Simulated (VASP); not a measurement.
# KHf3O (Immm) in VASP: single point with PBE

Aim: the single point of KHf3O with PBE.

Everything below comes from runs of VASP 6.6.1. Logs are shortened: lines on timing, memory, paths and dates and some standing lists are left out, and cuts for length are marked.

### 1 The cell of the first run

The structure is orthorhombic, space group Immm (No. 71). The conventional cell has a = 5.572 Å, b = 5.872 Å, c = 7.059 Å, α = 90.00°, β = 90.00°, γ = 90.00°. K (site symmetry mmm) has 10 Hf at 2.79 to 3.37 Å and 2 O at 2.94 Å within 3.7 Å. Hf (site symmetry mm2) has 1 O at 1.65 Å and 1 Hf at 1.88 Å within 2.2 Å. Hf (site symmetry mmm) has 2 Hf at 1.88 Å within 2.5 Å. Within 2.2 Å of O (site symmetry mmm) lie 2 Hf at 1.65 Å.

The cell was built from a structure type or drawn by symmetry, and may not be a known phase.

### 2 Single point, PBE

INCAR reads:

```
SYSTEM = KHf3O
PREC = Accurate ; ENCUT = 520
EDIFF = 1E-6 ; ISMEAR = 0
SIGMA = 0.1 ; LREAL = .False.
LASPH = .True. ; NELM = 100
ALGO = Normal ; ISIF = 2
LWAVE = .False. ; LCHARG = .False.
GGA = PE ; NBANDS = 30
```

KPOINTS reads:

```
regular mesh
0
Gamma
  4 4 4
  0 0 0
```

POSCAR reads:

```
KHf3O
1.0
   -2.7862008700      2.9359333500      3.5296123800
    2.7862008700     -2.9359333500      3.5296123800
    2.7862008700      2.9359333500     -3.5296123800
K Hf O
1 3 1
Direct
    0.0000000000      0.0000000000      0.0000000000
    0.7335731600      0.2335731600      0.5000000000
    0.2664268400      0.7664268400      0.5000000000
    0.0000000000      0.5000000000      0.5000000000
    0.5000000000      0.0000000000      0.5000000000
```

Potentials or basis: VASP PAW PBE potentials, release 64 (K_sv, Hf_pv, O).

On the command line:

```bash
$ cat potpaw_PBE.64/K_sv/POTCAR potpaw_PBE.64/Hf_pv/POTCAR potpaw_PBE.64/O/POTCAR > POTCAR
$ mpirun -np 1 vasp_std > vasp.out
```

OUTCAR:

```text
SYSTEM = KHf3O
   PREC = Accurate
   ENCUT = 520
   EDIFF = 1E-6
   ISMEAR = 0
   LREAL = .False.
   LASPH = .True.
   NELM = 100
   ISIF = 2
   GGA = PE

 ion  position               nearest neighbor table
   1  0.000  0.000  0.000-   4 2.79   4 2.79   3 3.36   3 3.36   2 3.36   2 3.36   2 3.37   3 3.37
                             2 3.37   3 3.37
   2  0.734  0.234  0.500-   5 1.65   4 1.88   3 3.30   1 3.36   1 3.36   1 3.37   1 3.37   3 3.76

   3  0.266  0.766  0.500-   5 1.65   4 1.88   2 3.30   1 3.36   1 3.36   1 3.37   1 3.37   2 3.76

   4  0.000  0.500  0.500-   2 1.88   3 1.88   1 2.79   1 2.79
   5  0.500  0.000  0.500-   2 1.65   3 1.65

 -----------------------------------------------------------------------------
|                                                                             |
|           W    W    AA    RRRRR   N    N  II  N    N   GGGG   !!!           |
|           W    W   A  A   R    R  NN   N  II  NN   N  G    G  !!!           |
|           W    W  A    A  R    R  N N  N  II  N N  N  G       !!!           |
|           W WW W  AAAAAA  RRRRR   N  N N  II  N  N N  G  GGG   !            |
|           WW  WW  A    A  R   R   N   NN  II  N   NN  G    G                |
|           W    W  A    A  R    R  N    N  II  N    N   GGGG   !!!           |
|                                                                             |
|     The distance between some ions is very small. Please check the          |
|     nearest-neighbor list in the OUTCAR file.                               |
|     I HOPE YOU KNOW WHAT YOU ARE DOING!                                     |
|                                                                             |
 -----------------------------------------------------------------------------

  LATTYP: Found a body centered orthorhombic cell.
 ALAT       =     5.5724017400
 B/A-ratio  =     1.0537407341
 C/A-ratio  =     1.2668190646

  Lattice vectors:

 A1 = (  -2.7862008700,   2.9359333500,   3.5296123800)
 A2 = (   2.7862008700,  -2.9359333500,   3.5296123800)
 A3 = (   2.7862008700,   2.9359333500,  -3.5296123800)

Analysis of symmetry for initial positions (statically):
=====================================================================
 Subroutine PRICEL returns:
 Original cell was already a primitive cell.

 Routine SETGRP: Setting up the symmetry group for a
 body centered orthorhombic supercell.

 Subroutine GETGRP returns: Found  8 space group operations
 (whereof  8 operations were pure point group operations)
 out of a pool of  8 trial point group operations.

The static configuration has the point symmetry D_2h.

Analysis of symmetry for dynamics (positions and initial velocities):
=====================================================================
 Subroutine PRICEL returns:
 Original cell was already a primitive cell.

 Routine SETGRP: Setting up the symmetry group for a
 body centered orthorhombic supercell.

 Subroutine GETGRP returns: Found  8 space group operations
 (whereof  8 operations were pure point group operations)
 out of a pool of  8 trial point group operations.

The dynamic configuration has the point symmetry D_2h.

 Subroutine INISYM returns: Found  8 space group operations
 (whereof  8 operations are pure point group operations),
 and found     1 'primitive' translations

----------------------------------------------------------------------------------------

                                     Primitive cell

  volume of cell :     115.4903

  direct lattice vectors                    reciprocal lattice vectors
    -2.786200870  2.935933350  3.529612380     0.000000000  0.170303594  0.141658615
     2.786200870 -2.935933350  3.529612380     0.179455834  0.000000000  0.141658615
     2.786200870  2.935933350 -3.529612380     0.179455834  0.170303594  0.000000000

  length of vectors
     5.370361578  5.370361578  5.370361578     0.221518571  0.228629743  0.247401920

  position of ions in fractional coordinates (direct lattice)
     0.000000000  0.000000000  0.000000000
     0.733573160  0.233573160  0.500000000
     0.266426840  0.766426840  0.500000000
     0.000000000  0.500000000  0.500000000
     0.500000000  0.000000000  0.500000000

  ion indices of the primitive-cell ions
   primitive index   ion index
                 1           1
                 2           2
                 3           3
                 4           4
                 5           5

----------------------------------------------------------------------------------------

 KPOINTS: regular mesh

Automatic generation of k-mesh.
 Grid dimensions read from file:
 generate k-points for:    4    4    4

 Generating k-lattice:

  Cartesian coordinates                     Fractional coordinates (reciprocal lattice)
     0.000000000  0.042575898  0.035414654     0.250000000 -0.000000000  0.000000000
     0.044863958  0.000000000  0.035414654    -0.000000000  0.250000000  0.000000000
     0.044863958  0.042575898  0.000000000     0.000000000  0.000000000  0.250000000

  Length of vectors
     0.055379643  0.057157436  0.061850480

  Shift w.r.t. Gamma in fractional coordinates (k-lattice)
     0.000000000  0.000000000  0.000000000

 Subroutine IBZKPT returns following result:
 ===========================================

 Found     18 irreducible k-points:

 Following reciprocal coordinates:
            Coordinates               Weight
  0.000000  0.000000  0.000000      1.000000
  0.250000  0.000000  0.000000      4.000000
  0.500000  0.000000  0.000000      2.000000
  0.000000  0.250000  0.000000      4.000000
  0.250000  0.250000  0.000000      8.000000
  0.500000  0.250000  0.000000      8.000000
[... 10 lines left out ...]
 -0.250000 -0.250000  0.250000      2.000000
  0.500000  0.500000  0.500000      1.000000
   k-points           NKPTS =     18   k-points in BZ     NKDIM =     18   number of bands    NBANDS=     30
   number of dos      NEDOS =    301   number of ions     NIONS =      5
   total plane-waves  NPLWV =  64000
   dimension x,y,z NGX =    40 NGY =   40 NGZ =   40
   dimension x,y,z NGXF=    80 NGYF=   80 NGZF=   80
   ions per type =               1   3   1
   NGX,Y,Z   is equivalent  to a cutoff of  12.38, 12.38, 12.38 a.u.
   NGXF,Y,Z  is equivalent  to a cutoff of  24.76, 24.76, 24.76 a.u.
 SYSTEM =  KHf3O
   PREC   = accura    normal or accurate (medium, high low for compatibility)
   ISTART =      0    job   : 0-new  1-cont  2-samecut
   ICHARG =      2    charge: 1-file 2-atom 10-const
   ISPIN  =      1    spin polarized calculation?
   LNONCOLLINEAR =      F non collinear calculations
   LSORBIT =      F    spin-orbit coupling
   LASPH  =      T    aspherical Exc in radial PAW
   ENCUT  =  520.0 eV  38.22 Ry    6.18 a.u.   9.99  9.99  9.99*2*pi/ulx,y,z
   NELM   =    100;   NELMIN=  2; NELMDL= -5     # of ELM steps
   EDIFF  = 0.1E-05   stopping-criterion for ELM
   LREAL  =      F    real-space projection
   EDIFFG = 0.1E-04   stopping-criterion for IOM
   NSW    =      0    number of steps for IOM
   IBRION =     -1    ionic relax: 0-MD 1-quasi-New 2-CG
   NFREE  =      0    steps in history (QN), initial steepest desc. (CG)
   ISIF   =      2    stress and relaxation
   ISYM   =      2    0-nonsym 1-usesym 2-fastsym
   POTIM  = 0.5000    time-step for ionic-motion
   TEBEG  =    0.0;   TEEND  =   0.0 temperature during run
   PSTRESS=    0.0 pullay stress
   NELECT =      45.0000    total number of electrons
   NUPDOWN=      -1.0000    fix difference up-down
   EMIN   =  10.00;   EMAX   =-10.00  energy-range for DOS
   EFERMI =   0.00;   METHOD = LEGACY
   ISMEAR =     0;   SIGMA  =   0.10  broadening in eV -4-tet -1-fermi 0-gaus
   EFERMI_NEDOS =   21; number of points for ismear=-14 and -15
   IALGO  =     38    algorithm
   IMIX   =      4    mixing-type and parameters
     AMIX     =   0.40;   BMIX     =  1.00
     AMIX_MAG =   1.60;   BMIX_MAG =  1.00
  volume/ion in A,a.u.               =      23.10       155.87
  Fermi-wavevector in a.u.,A,eV,Ry     =   1.195723  2.259588 19.452966  1.429753
  Thomas-Fermi vector in A             =   2.331681
   LORBIT       =      0    0 simple, 1 ext, 2 COOP (PROOUT), +10 PAW based schemes
   GGA     = PE    functional components
   LHFCALC =     F    Hartree Fock is set to
   AEXX    =    0.0000 exact exchange contribution
   IVDW    =     0    specifies the selected vdW correction
   LEPSILON=     F    determine dielectric tensor
   LRPA    =     F    only Hartree local field effects (RPA)
 non-spin polarized calculation
 Gauss-broadening in eV      SIGMA  =   0.10
  energy-cutoff  :      520.00
  volume of cell :      115.49
 maximum number of plane-waves:      3132
   NGX = 19   NGY = 19   NGZ = 19

 number of electron      45.0000003 magnetization

 Free energy of the ion-electron system (eV)
  ---------------------------------------------------
  ext. energy  EPLUGINS =         0.00000000
  ---------------------------------------------------
  free energy    TOTEN  =       -17.91645668 eV

  energy without entropy =      -17.90653498  energy(sigma->0) =      -17.91149583

 E-fermi :   3.0095     XC(G=0):  -9.5166

 val. band max:        2.9648574426   @ k =  -0.2500   0.2500   0.2500
 cond. band min:       3.1019297264   @ k =  -0.2500   0.2500   0.0000
 fundamental gap:      0.1370722838
 Fermi energy:         3.0095432702

 k-point     1 :       0.0000    0.0000    0.0000
  band No.  band energies     occupation
      1     -34.0310      2.00000
      2     -30.4210      2.00000
      3     -28.5827      2.00000
      4     -28.4779      2.00000
      5     -27.9438      2.00000
      6     -27.7721      2.00000
[... 22 lines left out ...]
     29       6.2552      0.00000
     30       6.4653      0.00000

 k-point     2 :       0.2500    0.0000    0.0000
  band No.  band energies     occupation
      1     -34.1366      2.00000
      2     -30.0611      2.00000
      3     -28.5790      2.00000
      4     -28.4757      2.00000
      5     -27.9528      2.00000
      6     -27.7861      2.00000
[... 520 lines left out ...]
 k-point    18 :       0.5000    0.5000    0.5000
  band No.  band energies     occupation
      1     -34.0285      2.00000
      2     -30.4255      2.00000
      3     -28.6090      2.00000
      4     -28.5088      2.00000
      5     -27.9408      2.00000
      6     -27.7464      2.00000
[... 22 lines left out ...]
     29       6.1779      0.00000
     30       6.1784      0.00000

------------------------ aborting loop because EDIFF is reached ----------------------------------------

  FORCE on cell =-STRESS in cart. coord.  units (eV):
  Direction    XX          YY          ZZ          XY          YZ          ZX
  --------------------------------------------------------------------------------------
  -------------------------------------------------------------------------------------
  Total        6.1174422     -0.2328622    139.0186575     -0.0000000      0.0000000      0.0000000
  in kB       84.8662155     -3.2304565   1928.5817451     -0.0000000      0.0000000      0.0000000
  external PRESSURE =     670.0725014 kB  Pullay stress =       0.0000000 kB

 VOLUME and BASIS-vectors are now :
 -----------------------------------------------------------------------------
  energy-cutoff  :      520.00
  volume of cell :      115.49
      direct lattice vectors                 reciprocal lattice vectors
    -2.786200870  2.935933350  3.529612380     0.000000000  0.170303594  0.141658615
     2.786200870 -2.935933350  3.529612380     0.179455834  0.000000000  0.141658615
     2.786200870  2.935933350 -3.529612380     0.179455834  0.170303594  0.000000000

 POSITION                                       TOTAL-FORCE (eV/Angst)
 -----------------------------------------------------------------------------------
      0.00000      0.00000      0.00000         0.000000     -0.000000     -0.000000
      0.00000      2.93593      1.64885         0.000000     -0.000000     -7.214189
      2.78620      0.00000      1.88077        -0.000000      0.000000      7.214189
      2.78620      0.00000      0.00000         0.000000     -0.000000     -0.000000
      0.00000      2.93593      0.00000         0.000000     -0.000000     -0.000000
 -----------------------------------------------------------------------------------
    total drift:                               -0.000000     -0.000000      0.000000

  FREE ENERGIE OF THE ION-ELECTRON SYSTEM (eV)
  ---------------------------------------------------
  free  energy   TOTEN  =       -17.9164566817 eV

  energy  without entropy=      -17.9065349812  energy(sigma->0) =      -17.91149583
```

Wall time 73 s (1 thread of Intel Xeon 6455B, shared host); peak memory 0.27 GiB.

What came out:

```yaml
Free_energy: -17.9165 eV
Pressure: 67.0 GPa
Largest_force: 7.214 eV/Å
Band_gap_on_the_k_mesh: zero (an odd number of electrons rules out a gap without spin polarisation)
```

Forces in eV/Å, atoms in the order of the input:
```
K    0.000  0.000  0.000
Hf   0.000  0.000 -7.214
Hf   0.000  0.000  7.214
Hf   0.000  0.000  0.000
O    0.000  0.000  0.000
```

Caveat: atoms lie so close that the PAW spheres overlap strongly, which falsifies energies and pressures; the cell stands under pressure; spin-orbit coupling is left out, which moves the levels of the heavy elements; an odd number of electrons without spin polarisation forces a metal; a magnetic or distorted state may lie lower.
